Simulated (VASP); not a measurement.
Write the native input for VASP 6.6.1 that does the following.

| Quantity | Value |
| --- | --- |
| Task | single point |
| Functional | PBE |
| Potentials or basis | VASP PAW PBE potentials, release 64 (Ga_d, N) |
| Cutoff | 520 eV |
| k mesh | 10 × 10 × 10 |
| Occupations | fermi-dirac, width 0.02 eV |
| Spin | no spin polarisation |
| Dipole correction | no |
| Further INCAR settings | ALGO = Normal; EDIFF = 1e-06; NBANDS = 16 |

The structure of GaN lies in POSCAR:

```
GaN
1.0
    0.0000000000      2.1589944395      2.3405572003
    2.1589944395      0.0000000000      2.3405572003
    2.1589944395      2.1589944395      0.0000000000
Ga N
1 1
Direct
    0.0000000000      0.0000000000      0.0000000000
    0.2500000000      0.2500000000      0.2500000000
```

This cell differs from its parent crystal: epitaxial xy strain -4.0%.

These files were run (other wordings do the same):

INCAR

```
SYSTEM = GaN
ALGO = Normal
EDIFF = 1E-6
ENCUT = 520
GGA = PE
ISIF = 2
ISMEAR = -1
LASPH = .TRUE.
LCHARG = .TRUE.
LELF = .TRUE.
LREAL = .FALSE.
LVHAR = .TRUE.
LWAVE = .FALSE.
NBANDS = 16
NELM = 60
PREC = Accurate
SIGMA = 0.02
```

KPOINTS

```
k-points
0
G
  10 10 10
  0 0 0
```

Potentials or basis: VASP PAW PBE potentials, release 64 (Ga_d, N).

The run is started by

```console
$ cat potpaw_PBE.64/Ga_d/POTCAR potpaw_PBE.64/N/POTCAR > POTCAR
$ mpirun -np 1 vasp_std > vasp.out
```

It gave:

* Pressure: 14.8 GPa
* Band gap on the k mesh: 1.86 eV, direct

Caveat: the cell differs from its parent crystal (epitaxial xy strain -4.0%).

Run time: 47 s on 1 thread of Intel Xeon 8259CL, with other jobs on the host, peak memory 0.16 GiB.
